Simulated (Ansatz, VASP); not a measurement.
## Al: VASP beside Ansatz

```
CELL_PARAMETERS angstrom
-1.61898 1.61898 1.61898
1.61898 -1.61898 1.61898
1.61898 1.61898 -1.61898
ATOMIC_POSITIONS crystal
Al 0.00000 0.00000 0.00000
```

Alike in both runs: task single point; functional HSE06; k mesh 10 × 10 × 10; occupations gaussian, width 0.05 eV; no spin polarisation.

|  | VASP | Ansatz |
| --- | --- | --- |
| version | VASP 6.6.1 | Ansatz 0.2.0 |
| potentials or method | VASP PAW PBE potentials, release 64 (Al), cutoff 400 eV | scalar-relativistic, plane waves, PAW |
| valence electrons in the cell | 3 | 3 |

VASP gave:

```
gap on the k mesh at the Fermi level (eV) : none
pressure (GPa)                            : -0.5
```

What did Ansatz give for the same quantities?

gap on the k mesh at the Fermi level (eV): none; pressure (GPa): -0.6.

A gap of «none» marks a metal or a gap that the smearing closes. Ansatz's warnings: filled band counts differ across k points, stress exchange threshold loose, stress scf threshold loose.
